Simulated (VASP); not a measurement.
Wanted: the native input for a VASP 6.6.1 run.

| Item | Value |
| --- | --- |
| Task | single point |
| Functional | LDA |
| Potentials or basis | VASP PAW LDA potentials, release 64 (Ba_sv, Hg) |
| Cutoff | 520 eV |
| k mesh | 7 × 7 × 7 |
| Occupations | fermi-dirac, width 0.02 eV |
| Spin | no spin polarisation |
| Dipole correction | no |
| Further INCAR settings | ALGO = Normal; EDIFF = 1e-07; NBANDS = 18 |

The structure of BaHg lies in POSCAR:

```
BaHg
1.0
    4.1222833471      0.0000000000      0.0000000000
    0.0000000000      4.1222833471      0.0000000000
    0.0000000000      0.0000000000      4.1222833471
Ba Hg
1 1
Direct
    0.0000000000      0.0000000000      0.0000000000
    0.5000000000      0.5000000000      0.5000000000
```

One way to write it, as run:

INCAR

```
PREC = Accurate
ENCUT = 520
EDIFF = 1E-7
ISMEAR = -1
SIGMA = 0.02
LREAL = False
LASPH = True
NELM = 100
ALGO = Normal
ISIF = 2
LWAVE = False
LCHARG = False
GGA = CA
NBANDS = 18
```

KPOINTS

```
Automatic mesh
0
Gamma
  7 7 7
```

Potentials or basis: VASP PAW LDA potentials, release 64 (Ba_sv, Hg).

The run is started by

```console
$ cat potpaw_LDA.64/Ba_sv/POTCAR potpaw_LDA.64/Hg/POTCAR > POTCAR
$ mpirun -np 1 vasp_std > vasp.out
```

It gave:

```yaml
Pressure: -1.6 GPa
Band_gap_on_the_k_mesh: zero (band 11 reaches 3.45 eV, above the bottom of band 12 at 1.45 eV)
```

Caveat: spin-orbit coupling is left out, which moves the levels of the heavy elements.

Run time: 24 s on 1 thread of AMD EPYC 7R13, with other jobs on the host, peak memory 0.14 GiB.
